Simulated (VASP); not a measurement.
# Ta2Bi2O (P4/mmm) in VASP: a series of runs

The runs below take Ta2Bi2O through single point, relaxation of cell and atoms, with PBE.

All numbers are computed with VASP 6.6.1; they aren't measurements. Logs are shortened: lines on timing, memory, paths and dates and some standing lists are left out, and cuts for length are marked.

## 1. The cell of the first run

Symmetry: P4/mmm, No. 123, tetragonal system. The conventional cell has a = 5.150 Å, b = 5.150 Å, c = 3.876 Å, α = 90.00°, β = 90.00°, γ = 90.00°. Ta (site symmetry 4/mmm) has 8 Bi at 3.22 Å and 6 Ta at 3.64 to 3.88 Å and 8 O at 4.13 Å within 4.2 Å. Within 2.6 Å of Ta (site symmetry 4/mmm) lie 2 O at 1.94 Å. Within 3.4 Å of Bi (site symmetry mmm) lie 2 O at 2.58 Å and 8 Ta at 3.22 Å. Within 2.6 Å of O (site symmetry 4/mmm) lie 2 Ta at 1.94 Å and 4 Bi at 2.58 Å.

The cell was built from a structure type or drawn by symmetry, and may not be a known phase.

## 2. Single point, PBE

Contents of INCAR:

```
PREC = Accurate
ENCUT = 520
EDIFF = 1E-7
ISMEAR = 0
SIGMA = 0.1
LREAL = F
LASPH = T
NELM = 80
ALGO = Normal
ISIF = 2
LWAVE = F
LCHARG = T
GGA = PE
LELF = T
LVHAR = T
NBANDS = 37
```

Contents of KPOINTS:

```
Automatic mesh
0
Gamma
  8 8 10
```

Contents of POSCAR:

```
Ta2Bi2O
1.0
    5.1504414747      0.0000000000      0.0000000000
    0.0000000000      5.1504414747      0.0000000000
    0.0000000000      0.0000000000      3.8762713873
Ta Bi O
2 2 1
Direct
    0.5000000000      0.5000000000      0.5000000000
    0.0000000000      0.0000000000      0.5000000000
    0.0000000000      0.5000000000      0.0000000000
    0.5000000000      0.0000000000      0.0000000000
    0.0000000000      0.0000000000      0.0000000000
```

Potentials or basis: VASP PAW PBE potentials, release 64 (Ta_pv, Bi_d, O).

Launch:

```sh
cat potpaw_PBE.64/Ta_pv/POTCAR potpaw_PBE.64/Bi_d/POTCAR potpaw_PBE.64/O/POTCAR > POTCAR
mpirun -np 1 vasp_std > vasp.out
```

OUTCAR:

```text
PREC = Accurate
   ENCUT = 520
   EDIFF = 1E-7
   ISMEAR = 0
   LREAL = F
   LASPH = T
   NELM = 80
   ISIF = 2
   GGA = PE

 ion  position               nearest neighbor table
   1  0.500  0.500  0.500-   3 3.22   4 3.22   3 3.22   4 3.22   4 3.22   4 3.22   3 3.22   3 3.22

   2  0.000  0.000  0.500-   5 1.94   5 1.94   3 3.22   3 3.22   4 3.22   4 3.22   3 3.22   3 3.22
                             4 3.22   4 3.22
   3  0.000  0.500  0.000-   5 2.58   5 2.58   1 3.22   1 3.22   2 3.22   2 3.22   2 3.22   2 3.22
                             1 3.22   1 3.22   4 3.64   4 3.64   4 3.64   4 3.64
   4  0.500  0.000  0.000-   5 2.58   5 2.58   1 3.22   1 3.22   2 3.22   1 3.22   1 3.22   2 3.22
                             2 3.22   2 3.22   3 3.64   3 3.64   3 3.64   3 3.64
   5  0.000  0.000  0.000-   2 1.94   2 1.94   4 2.58   3 2.58   3 2.58   4 2.58

  LATTYP: Found a simple tetragonal cell.
 ALAT       =     5.1504414747
 C/A-ratio  =     0.7526095397

  Lattice vectors:

 A1 = (   5.1504414747,   0.0000000000,   0.0000000000)
 A2 = (   0.0000000000,   5.1504414747,   0.0000000000)
 A3 = (   0.0000000000,   0.0000000000,   3.8762713873)

Analysis of symmetry for initial positions (statically):
=====================================================================
 Subroutine PRICEL returns:
 Original cell was already a primitive cell.

 Routine SETGRP: Setting up the symmetry group for a
 simple tetragonal supercell.

 Subroutine GETGRP returns: Found 16 space group operations
 (whereof 16 operations were pure point group operations)
 out of a pool of 16 trial point group operations.

The static configuration has the point symmetry D_4h.

Analysis of symmetry for dynamics (positions and initial velocities):
=====================================================================
 Subroutine PRICEL returns:
 Original cell was already a primitive cell.

 Routine SETGRP: Setting up the symmetry group for a
 simple tetragonal supercell.

 Subroutine GETGRP returns: Found 16 space group operations
 (whereof 16 operations were pure point group operations)
 out of a pool of 16 trial point group operations.

The dynamic configuration has the point symmetry D_4h.

 Subroutine INISYM returns: Found 16 space group operations
 (whereof 16 operations are pure point group operations),
 and found     1 'primitive' translations

----------------------------------------------------------------------------------------

                                     Primitive cell

  volume of cell :     102.8260

  direct lattice vectors                    reciprocal lattice vectors
     5.150441475  0.000000000  0.000000000     0.194158113  0.000000000  0.000000000
     0.000000000  5.150441475  0.000000000     0.000000000  0.194158113  0.000000000
     0.000000000  0.000000000  3.876271387     0.000000000  0.000000000  0.257979873

  length of vectors
     5.150441475  5.150441475  3.876271387     0.194158113  0.194158113  0.257979873

  position of ions in fractional coordinates (direct lattice)
     0.500000000  0.500000000  0.500000000
     0.000000000  0.000000000  0.500000000
     0.000000000  0.500000000  0.000000000
     0.500000000  0.000000000  0.000000000
     0.000000000  0.000000000  0.000000000

  ion indices of the primitive-cell ions
   primitive index   ion index
                 1           1
                 2           2
                 3           3
                 4           4
                 5           5

----------------------------------------------------------------------------------------

 KPOINTS: Automatic mesh

Automatic generation of k-mesh.
 Grid dimensions read from file:
 generate k-points for:    8    8   10

 Generating k-lattice:

  Cartesian coordinates                     Fractional coordinates (reciprocal lattice)
     0.024269764  0.000000000  0.000000000     0.125000000  0.000000000  0.000000000
     0.000000000  0.024269764  0.000000000     0.000000000  0.125000000  0.000000000
     0.000000000  0.000000000  0.025797987     0.000000000  0.000000000  0.100000000

  Length of vectors
     0.024269764  0.024269764  0.025797987

  Shift w.r.t. Gamma in fractional coordinates (k-lattice)
     0.000000000  0.000000000  0.000000000

 Subroutine IBZKPT returns following result:
 ===========================================

 Found     90 irreducible k-points:

 Following reciprocal coordinates:
            Coordinates               Weight
  0.000000  0.000000  0.000000      1.000000
  0.125000  0.000000  0.000000      4.000000
  0.250000  0.000000  0.000000      4.000000
  0.375000  0.000000  0.000000      4.000000
  0.500000  0.000000  0.000000      2.000000
  0.125000  0.125000  0.000000      4.000000
[... 16 lines left out ...]
  0.375000  0.125000  0.100000     16.000000
  0.500000  0.125000  0.100000      8.000000
 [... further k-points ...]
   k-points           NKPTS =     90   k-points in BZ     NKDIM =     90   number of bands    NBANDS=     37
   number of dos      NEDOS =    301   number of ions     NIONS =      5
   total plane-waves  NPLWV =  48000
   dimension x,y,z NGX =    40 NGY =   40 NGZ =   30
   dimension x,y,z NGXF=    80 NGYF=   80 NGZF=   60
   ions per type =               2   2   1
   NGX,Y,Z   is equivalent  to a cutoff of  12.91, 12.91, 12.87 a.u.
   NGXF,Y,Z  is equivalent  to a cutoff of  25.82, 25.82, 25.73 a.u.
 SYSTEM =  unknown system
   PREC   = accura    normal or accurate (medium, high low for compatibility)
   ISTART =      0    job   : 0-new  1-cont  2-samecut
   ICHARG =      2    charge: 1-file 2-atom 10-const
   ISPIN  =      1    spin polarized calculation?
   LNONCOLLINEAR =      F non collinear calculations
   LSORBIT =      F    spin-orbit coupling
   LASPH  =      T    aspherical Exc in radial PAW
   ENCUT  =  520.0 eV  38.22 Ry    6.18 a.u.   9.58  9.58  7.21*2*pi/ulx,y,z
   NELM   =     80;   NELMIN=  2; NELMDL= -5     # of ELM steps
   EDIFF  = 0.1E-06   stopping-criterion for ELM
   LREAL  =      F    real-space projection
   EDIFFG = 0.1E-05   stopping-criterion for IOM
   NSW    =      0    number of steps for IOM
   IBRION =     -1    ionic relax: 0-MD 1-quasi-New 2-CG
   NFREE  =      0    steps in history (QN), initial steepest desc. (CG)
   ISIF   =      2    stress and relaxation
   ISYM   =      2    0-nonsym 1-usesym 2-fastsym
   POTIM  = 0.5000    time-step for ionic-motion
   TEBEG  =    0.0;   TEEND  =   0.0 temperature during run
   PSTRESS=    0.0 pullay stress
   NELECT =      58.0000    total number of electrons
   NUPDOWN=      -1.0000    fix difference up-down
   EMIN   =  10.00;   EMAX   =-10.00  energy-range for DOS
   EFERMI =   0.00;   METHOD = LEGACY
   ISMEAR =     0;   SIGMA  =   0.10  broadening in eV -4-tet -1-fermi 0-gaus
   EFERMI_NEDOS =   21; number of points for ismear=-14 and -15
   IALGO  =     38    algorithm
   IMIX   =      4    mixing-type and parameters
     AMIX     =   0.40;   BMIX     =  1.00
     AMIX_MAG =   1.60;   BMIX_MAG =  1.00
  volume/ion in A,a.u.               =      20.57       138.78
  Fermi-wavevector in a.u.,A,eV,Ry     =   1.352643  2.556124 24.893799  1.829643
  Thomas-Fermi vector in A             =   2.479964
   LORBIT       =      0    0 simple, 1 ext, 2 COOP (PROOUT), +10 PAW based schemes
   GGA     = PE    functional components
   LHFCALC =     F    Hartree Fock is set to
   AEXX    =    0.0000 exact exchange contribution
   IVDW    =     0    specifies the selected vdW correction
   LEPSILON=     F    determine dielectric tensor
   LRPA    =     F    only Hartree local field effects (RPA)
 non-spin polarized calculation
 Gauss-broadening in eV      SIGMA  =   0.10
  energy-cutoff  :      520.00
  volume of cell :      102.83
 maximum number of plane-waves:      2793
 NGX is ok and might be reduce to    40
   NGX = 19   NGY = 19   NGZ = 15

 number of electron      57.9999988 magnetization

 Free energy of the ion-electron system (eV)
  ---------------------------------------------------
  ext. energy  EPLUGINS =         0.00000000
  ---------------------------------------------------
  free energy    TOTEN  =       -35.84381111 eV

  energy without entropy =      -35.82796033  energy(sigma->0) =      -35.83588572

 E-fermi :   7.8844     XC(G=0): -11.4171

 val. band max:        7.8839074738   @ k =   0.5000   0.0000   0.1000
 cond. band min:       7.8975143968   @ k =   0.3750   0.3750   0.4000
 fundamental gap:      0.0136069230
 Fermi energy:         7.8844346607

 k-point     1 :       0.0000    0.0000    0.0000
  band No.  band energies     occupation
      1     -27.9775      2.00000
      2     -27.6116      2.00000
      3     -27.5637      2.00000
      4     -27.5637      2.00000
      5     -27.4353      2.00000
      6     -27.4353      2.00000
[... 29 lines left out ...]
     36      10.0270      0.00000
     37      10.0270      0.00000

 k-point     2 :       0.1250    0.0000    0.0000
  band No.  band energies     occupation
      1     -27.9775      2.00000
      2     -27.6117      2.00000
      3     -27.5630      2.00000
      4     -27.5627      2.00000
      5     -27.4366      2.00000
      6     -27.4363      2.00000
[... 29 lines left out ...]
     36      10.0384      0.00000
     37      10.1558      0.00000

 k-point     3 :       0.2500    0.0000    0.0000
  band No.  band energies     occupation
      1     -27.9777      2.00000
      2     -27.6119      2.00000
      3     -27.5612      2.00000
      4     -27.5603      2.00000
      5     -27.4398      2.00000
      6     -27.4388      2.00000
[... 29 lines left out ...]
     36      10.6063      0.00000
     37      10.7368      0.00000
[... 761 lines left out ...]
 k-point    23 :       0.3750    0.1250    0.1000
  band No.  band energies     occupation
      1     -27.9957      2.00000
      2     -27.6151      2.00000
      3     -27.5617      2.00000
      4     -27.5572      2.00000
      5     -27.4428      2.00000
      6     -27.4381      2.00000
[... 29 lines left out ...]
     36      11.0986      0.00000
     37      11.3731      0.00000

 k-point    24 :       0.5000    0.1250    0.1000
  band No.  band energies     occupation
      1     -27.9958      2.00000
      2     -27.6152      2.00000
      3     -27.5596      2.00000
      4     -27.5583      2.00000
      5     -27.4419      2.00000
      6     -27.4405      2.00000
[... 29 lines left out ...]
     36      11.3057      0.00000
     37      11.5474      0.00000

 [... further k-points ...]

------------------------ aborting loop because EDIFF is reached ----------------------------------------

  FORCE on cell =-STRESS in cart. coord.  units (eV):
  Direction    XX          YY          ZZ          XY          YZ          ZX
  --------------------------------------------------------------------------------------
  -------------------------------------------------------------------------------------
  Total       -0.0183283     -0.0183283      0.2704581      0.0000000      0.0000000     -0.0000000
  in kB       -0.2855811     -0.2855811      4.2141250      0.0000000      0.0000000     -0.0000000
  external PRESSURE =       1.2143209 kB  Pullay stress =       0.0000000 kB

 VOLUME and BASIS-vectors are now :
 -----------------------------------------------------------------------------
  energy-cutoff  :      520.00
  volume of cell :      102.83
      direct lattice vectors                 reciprocal lattice vectors
     5.150441475  0.000000000  0.000000000     0.194158113  0.000000000  0.000000000
     0.000000000  5.150441475  0.000000000     0.000000000  0.194158113  0.000000000
     0.000000000  0.000000000  3.876271387     0.000000000  0.000000000  0.257979873

 POSITION                                       TOTAL-FORCE (eV/Angst)
 -----------------------------------------------------------------------------------
      2.57522      2.57522      1.93814         0.000000      0.000000      0.000000
      0.00000      0.00000      1.93814         0.000000      0.000000      0.000000
      0.00000      2.57522      0.00000         0.000000      0.000000      0.000000
      2.57522      0.00000      0.00000         0.000000      0.000000      0.000000
      0.00000      0.00000      0.00000         0.000000      0.000000      0.000000
 -----------------------------------------------------------------------------------
    total drift:                               -0.000000      0.000000     -0.000000

  FREE ENERGIE OF THE ION-ELECTRON SYSTEM (eV)
  ---------------------------------------------------
  free  energy   TOTEN  =       -35.8438111106 eV

  energy  without entropy=      -35.8279603296  energy(sigma->0) =      -35.83588572
```

Run time: 4.8 min. Hardware: 1 thread of Intel Xeon 6975P-C (Granite Rapids), shared host; peak memory 0.42 GiB.

What came out:

| Item | Value |
| --- | --- |
| Free energy | -35.8438 eV |
| Pressure | 0.1 GPa |
| Band gap on the k mesh | zero (bands 29 and 30 overlap by 1.97 eV) |

Stress tensor (GPa, compression positive):
```
-0.03  0.00  0.00
 0.00 -0.03  0.00
 0.00  0.00  0.42
```

Caveat: spin-orbit coupling is left out, which moves the levels of the heavy elements.

## 3. Relaxation of cell and atoms, PBE

This run uses another cell than the first one, of 23.74 Å³/atom.

Contents of INCAR:

```
SYSTEM = Ta2Bi2O
ALGO = Normal
EDIFF = 1E-7
EDIFFG = -0.04
ENCUT = 600
GGA = PE
IBRION = 2
ISIF = 3
ISMEAR = 0
LASPH = .True.
LCHARG = .False.
LREAL = .False.
LWAVE = .False.
NELM = 80
NSW = 90
PREC = Accurate
SIGMA = 0.1
```

Contents of KPOINTS:

```
k-points
0
Gamma
  4 4 4
  0 0 0
```

Changes to POSCAR since step 2:

```diff
@@ -2,5 +2,5 @@
 1.0
-    5.1504414747      0.0000000000      0.0000000000
-    0.0000000000      5.1504414747      0.0000000000
-    0.0000000000      0.0000000000      3.8762713873
+    4.3295908900      0.0000000000      0.0000000000
+    0.0000000000      4.3295908900      0.0000000000
+    0.0000000000      0.0000000000      6.3325128000
 Ta Bi O
```

Potentials or basis: VASP PAW PBE potentials, release 64 (Ta_pv, Bi_d, O).

Launch:

```sh
cat potpaw_PBE.64/Ta_pv/POTCAR potpaw_PBE.64/Bi_d/POTCAR potpaw_PBE.64/O/POTCAR > POTCAR
mpirun -np 1 vasp_std > vasp.out
```

Run time: 13 min. Hardware: 1 thread of Intel Xeon 6975P-C (Granite Rapids), shared host; peak memory 0.32 GiB.

It converged, with:

* Free energy: -35.8556 eV
* Relaxed volume: 20.68 Å³/atom
* Relaxed cell: a = 5.172 Å, b = 5.172 Å, c = 3.867 Å, α = 90.00°, β = 90.00°, γ = 90.00°
* Space group after relaxing (to 0.1 Å): P4/mmm (No. 123)
* Pressure after relaxing: 0.0 GPa
* Band gap on the k mesh: zero (bands 29 and 30 overlap by 1.95 eV)

Final structure:
```
Ta Bi O
1.0
     5.17160    0.00000    0.00000
     0.00000    5.17160    0.00000
     0.00000    0.00000    3.86663
Ta Bi O
2 2 1
Direct
  0.50000 0.50000 0.50000
  0.00000 0.00000 0.50000
  0.00000 0.50000 0.00000
  0.50000 0.00000 0.00000
  0.00000 0.00000 0.00000
```

Levels at points of the mesh, in eV from the Fermi level:
| k point | band 25 | band 26 | band 27 | band 28 | band 29 | band 30 | band 31 | band 32 | band 33 | band 34 |
| --- | --- | --- | --- | --- | --- | --- | --- | --- | --- | --- |
| (0.00, 0.00, 0.00) | -2.03 | -1.80 | -0.53 | -0.53 | -0.25 | -0.09 | 0.58 | 0.71 | 0.71 | 1.23 |
| (0.50, 0.00, 0.00) | -2.94 | -1.71 | -1.19 | -1.14 | -0.89 | -0.24 | 0.30 | 0.53 | 0.83 | 1.36 |
| (0.50, 0.50, 0.00) | -2.27 | -2.27 | -1.50 | -1.40 | -1.30 | 0.69 | 0.69 | 1.63 | 2.13 | 3.43 |
| (0.00, 0.00, 0.50) | -3.05 | -3.05 | -1.50 | 1.22 | 1.52 | 1.76 | 1.76 | 2.24 | 2.24 | 2.35 |
| (0.50, 0.00, 0.50) | -3.30 | -1.74 | -0.62 | -0.56 | -0.50 | -0.43 | -0.43 | 1.19 | 1.59 | 1.65 |
| (0.50, 0.50, 0.50) | -3.88 | -2.58 | -2.52 | -1.85 | 0.14 | 0.16 | 0.63 | 0.63 | 1.65 | 2.46 |

Caveat: the k points lie up to 0.41 Å⁻¹ apart in the final cell, too coarse for converged energies and pressures of a metal; a cell axis changed by over 15 % at a fixed basis, so the end point is rough; spin-orbit coupling is left out, which moves the levels of the heavy elements.

## 4. Single point, PBE, collinear spin

This run uses another cell than the first one, of 20.70 Å³/atom.

Contents of INCAR:

```
SYSTEM = Ta2Bi2O
PREC = Accurate ; ENCUT = 520
EDIFF = 1E-6 ; ISMEAR = 0
SIGMA = 0.1 ; LREAL = .False.
LASPH = .True. ; NELM = 150
ALGO = Normal ; ISIF = 2
LWAVE = .False. ; LCHARG = .True.
ISPIN = 2 ; MAGMOM = 1 1 0 0 0
LORBIT = 11 ; LMAXMIX = 4
GGA = PE ; LELF = .True.
LVHAR = .True. ; NBANDS = 41
```

Contents of KPOINTS:

```
Automatic mesh
0
Gamma
  4 4 4
  0 0 0
```

Changes to POSCAR since step 3:

```diff
@@ -2,5 +2,5 @@
 1.0
-    4.3295908900      0.0000000000      0.0000000000
-    0.0000000000      4.3295908900      0.0000000000
-    0.0000000000      0.0000000000      6.3325128000
+    5.1782108490      0.0000000000      0.0000000000
+    0.0000000000      5.1782108490      0.0000000000
+    0.0000000000      0.0000000000      3.8598540573
 Ta Bi O
```

Launch:

```sh
cat potpaw_PBE.64/Ta_pv/POTCAR potpaw_PBE.64/Bi_d/POTCAR potpaw_PBE.64/O/POTCAR > POTCAR
mpirun -np 1 vasp_std > vasp.out
```

Run time: 92 s. Hardware: 1 thread of Intel Xeon 6975P-C (Granite Rapids), shared host; peak memory 0.31 GiB.

Results (log left out):

| Quantity | Value |
| --- | --- |
| Free energy | -35.8675 eV |
| Pressure | 0.2 GPa |
| Band gap on the k mesh | zero (filled and empty bands overlap) |
| Net moment | 0.00 μB per cell |
| Valence electrons inside the program's atomic spheres | Ta 8.50, 8.82; Bi 12.82; O 5.11 |

Stress tensor (GPa, compression positive):
```
0.09 0.00 0.00
0.00 0.09 0.00
0.00 0.00 0.46
```

Levels at points of the mesh, in eV from the Fermi level:
Spin up:
| k point | band 26 | band 27 | band 28 | band 29 | band 30 | band 31 | band 32 | band 33 |
| --- | --- | --- | --- | --- | --- | --- | --- | --- |
| (0.00, 0.00, 0.00) | -1.80 | -0.52 | -0.52 | -0.25 | -0.06 | 0.60 | 0.71 | 0.71 |
| (0.50, 0.00, 0.00) | -1.68 | -1.17 | -1.15 | -0.90 | -0.23 | 0.30 | 0.54 | 0.82 |
| (0.50, 0.50, 0.00) | -2.25 | -1.51 | -1.40 | -1.31 | 0.69 | 0.69 | 1.62 | 2.12 |
| (0.00, 0.00, 0.50) | -3.06 | -1.49 | 1.21 | 1.54 | 1.76 | 1.76 | 2.25 | 2.25 |
| (0.50, 0.00, 0.50) | -1.74 | -0.62 | -0.56 | -0.51 | -0.44 | -0.43 | 1.18 | 1.61 |
| (0.50, 0.50, 0.50) | -2.57 | -2.52 | -1.85 | 0.13 | 0.16 | 0.62 | 0.62 | 1.67 |
Spin down:
```csv
k point,band 27,band 28,band 29,band 30,band 31,band 32
"(0.00, 0.00, 0.00)",-0.52,-0.52,-0.24,-0.06,0.60,0.72
"(0.50, 0.00, 0.00)",-1.17,-1.14,-0.90,-0.23,0.30,0.54
"(0.50, 0.50, 0.00)",-1.51,-1.40,-1.31,0.69,0.69,1.62
"(0.00, 0.00, 0.50)",-1.49,1.22,1.54,1.76,1.76,2.25
"(0.50, 0.00, 0.50)",-0.62,-0.56,-0.51,-0.44,-0.43,1.18
"(0.50, 0.50, 0.50)",-2.52,-1.85,0.13,0.16,0.62,0.62
```

Caveat: the k points lie up to 0.41 Å⁻¹ apart, too coarse for converged energies and pressures of a metal; spin-orbit coupling is left out, which moves the levels of the heavy elements.

## 5. The runs side by side

| task | spin | cell | k mesh | cutoff (eV) | gap on the mesh (eV) | pressure (GPa) |
| --- | --- | --- | --- | --- | --- | --- |
| single point | off | a = 5.150, b = 5.150, c = 3.876 Å, 5 atoms | 8 × 8 × 10 | 520 | none | 0.1 |
| relaxation of cell and atoms | off | relaxed from a = 4.330, b = 4.330, c = 6.333 Å, 5 atoms | 4 × 4 × 4 | 600 | none | 0.0 |
| single point | collinear | a = 5.178, b = 5.178, c = 3.860 Å, 5 atoms | 4 × 4 × 4 | 520 | none | 0.2 |

Alike in all rows: level PBE; potentials or basis VASP PAW PBE potentials, release 64 (Ta_pv, Bi_d, O); smearing gaussian 0.1 eV.

Caveats: some runs use coarse meshes; spin-orbit coupling is left out, which moves the levels of the heavy elements; a cell axis changed by over 15 % at a fixed basis, so the end point is rough (at least some runs).

Total energies depend on the potentials used, so only differences within one code and one set of settings carry meaning.
